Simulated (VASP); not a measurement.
SiH6CO, 27 atoms in the cell. The cell holds a disordered packing, 27 atoms: a = 8.419 Å, b = 8.419 Å, c = 8.419 Å, α = 90.00°, β = 90.00°, γ = 90.00°. 

| Item | Value |
| --- | --- |
| Program | VASP 6.6.1 |
| Task | single point |
| Functional | PBE |
| Dispersion | D3(BJ) |
| Potentials or basis | VASP PAW PBE potentials, release 64 (O_h, C_h, H_h, Si) |
| Cutoff | 1000 eV |
| k mesh | 1 × 1 × 1 |
| Occupations | fermi-dirac, width 0.02 eV |
| Spin | no spin polarisation |
| Dipole correction | no |
| Further INCAR settings | LREAL = Auto; ALGO = Normal; EDIFF = 1e-06; NBANDS = 49 |

Potentials or basis: VASP PAW PBE potentials, release 64 (O_h, C_h, H_h, Si).

Run with:

```sh
$ cat potpaw_PBE.64/O_h/POTCAR potpaw_PBE.64/C_h/POTCAR potpaw_PBE.64/H_h/POTCAR potpaw_PBE.64/Si/POTCAR > POTCAR
$ mpirun -np 1 vasp_gam > vasp.out
```

Hardware: 1 thread of AMD EPYC 7R13 Processor (Zen 3), on a shared host.

Q: How long does it take, and how much memory?

A: Run time: 3.1 min on 1 thread of AMD EPYC 7R13 Processor (Zen 3) (shared host), peak memory 1.2 GiB. Counts: scf iterations 17, k points 1.
